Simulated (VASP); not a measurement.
A run of VASP 6.6.1 is set up as follows.

POSCAR

```
NaCl
1.0
    0.0000000000      2.8549856363      2.8549856363
    2.8549856363      0.0000000000      2.8549856363
    2.8549856363      2.8549856363      0.0000000000
Na Cl
1 1
Direct
    0.0000000000      0.0000000000      0.0000000000
    0.5000000000      0.5000000000      0.5000000000
```

Contents of INCAR.step1:

```
SYSTEM = NaCl
  PREC = Accurate
  ENCUT = 520
  EDIFF = 1E-5
  ISMEAR = 0
  SIGMA = 0.02
  LREAL = .FALSE.
  LASPH = .TRUE.
  NELM = 80
  ALGO = Normal
  ISIF = 2
  LWAVE = .TRUE.
  LCHARG = .FALSE.
  NBANDS = 14
  GGA = PE
```

File INCAR.step2:

```
SYSTEM = NaCl
  PREC = Accurate
  ENCUT = 520
  EDIFF = 1E-7
  ISMEAR = 0
  SIGMA = 0.02
  LREAL = .FALSE.
  LASPH = .TRUE.
  NELM = 80
  ALGO = Normal
  ISIF = 2
  LWAVE = .FALSE.
  LCHARG = .FALSE.
  GGA = PE
  LHFCALC = .TRUE.
  HFSCREEN = 0.2079
  PRECFOCK = Normal
  NBANDS = 14
  ISTART = 1
```

File KPOINTS:

```
Automatic mesh
0
G
  4 4 4
  0 0 0
```

Potentials or basis: VASP PAW PBE potentials, release 64 (Na_pv, Cl).

Run with:

```console
$ cat potpaw_PBE.64/Na_pv/POTCAR potpaw_PBE.64/Cl/POTCAR > POTCAR
$ cp INCAR.step1 INCAR
$ mpirun -np 1 vasp_std > vasp.out
$ cp INCAR.step2 INCAR
$ mpirun -np 1 vasp_std > vasp.out
```

**Question.** Predict the pressure.

**Answer.** -0.7 GPa.

**Question.** What does it give for the band gap on the k mesh?

**Answer.** 6.32 eV.

Caveat: the k points lie up to 0.48 Å⁻¹ apart; the PAW data sets were made with another functional, which shifts forces and pressure a little.
